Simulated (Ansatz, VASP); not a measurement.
## SiO2: VASP beside Ansatz

```
Si O
1.0
     4.93290    0.00000    0.00000
     0.00000    4.93290    0.00000
     0.00000    0.00000    6.46450
Si O
4 8
Direct
  0.68310 0.68310 0.50000
  0.81690 0.18310 0.75000
  0.31690 0.31690 0.00000
  0.18310 0.81690 0.25000
  0.36366 0.73074 0.45001
  0.76926 0.86366 0.70001
  0.63634 0.26926 0.95001
  0.23074 0.13634 0.20001
  0.86366 0.76926 0.29999
  0.26926 0.63634 0.04999
  0.13634 0.23074 0.79999
  0.73074 0.36366 0.54999
```

Alike in both runs: task electric field gradients; functional r2SCAN; k mesh 4 × 4 × 3; occupations fermi-dirac, width 0.02 eV; no spin polarisation.

```csv
,VASP,Ansatz
version,VASP 6.6.1,Ansatz 0.2.0
potentials or method,"VASP PAW PBE potentials, release 64 (Si, O)","plane-wave PAW, scalar-relativistic"
plane-wave cutoff (eV),520,500
valence electrons in the cell,64,64
```

Ansatz gave:

```
gap on the k mesh at the Fermi level (eV)                     : 6.33
pressure (GPa)                                                : -2.9
traceless stress, the component that is largest in VASP (GPa) : 1.59
rms of the force components (eV/Å)                            : 0.170
size of Vzz on the site where it differs most (V/Å²)          : 92.7
```

**Question.** Estimate VASP's values.

**Answer.** gap on the k mesh at the Fermi level (eV): 6.33; pressure (GPa): -2.4; traceless stress, the component that is largest in VASP (GPa): 1.52; rms of the force components (eV/Å): 0.160; size of Vzz on the site where it differs most (V/Å²): 85.2.

VASP's potentials were made for PBE, not for r2SCAN. Atom by atom the forces differ by 0.016 eV/Å (rms over components). The functional is the same, so the differences come from potentials, cutoffs and numerics.
